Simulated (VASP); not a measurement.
**AlAs: single point with r2SCAN**

Crystal: AlAs.

```
Al As
1.0
     0.00000    2.83040    2.83040
     2.83040    0.00000    2.83040
     2.83040    2.83040    0.00000
Al As
1 1
Direct
  0.00000 0.00000 0.00000
  0.25000 0.25000 0.25000
```

```yaml
Program: VASP 6.6.1
Task: single point
Functional: r2SCAN
Potentials_or_basis: VASP PAW PBE potentials, release 64 (Al, As)
Cutoff: 550 eV
k_mesh: 6 × 6 × 6
Occupations: fermi-dirac, width 0.1 eV
Spin: no spin polarisation
```

```json
{
  "Pressure": "0.7 GPa",
  "Band gap on the k mesh": "1.79 eV, indirect (least direct gap 2.71 eV)"
}
```

Levels at points of the mesh, in eV from the valence-band top:
| k point | band 1 | band 2 | band 3 | band 4 | band 5 | band 6 | band 7 | band 8 |
| --- | --- | --- | --- | --- | --- | --- | --- | --- |
| (0.00, 0.00, 0.00) | -12.32 | 0.00 | 0.00 | 0.00 | 2.71 | 4.71 | 4.71 | 4.71 |
| (0.50, 0.00, 0.00) | -10.83 | -5.70 | -0.85 | -0.85 | 2.65 | 5.10 | 5.10 | 8.40 |
| (0.50, 0.50, 0.00) | -10.25 | -5.54 | -2.24 | -2.24 | 1.79 | 2.68 | 11.18 | 11.18 |

It took 54 s on 1 thread of Intel Xeon 8259CL (shared host), peak memory 0.18 GiB.

Caveat: the PAW data sets were made with another functional, which shifts forces and pressure a little. A k mesh can miss the band edges.
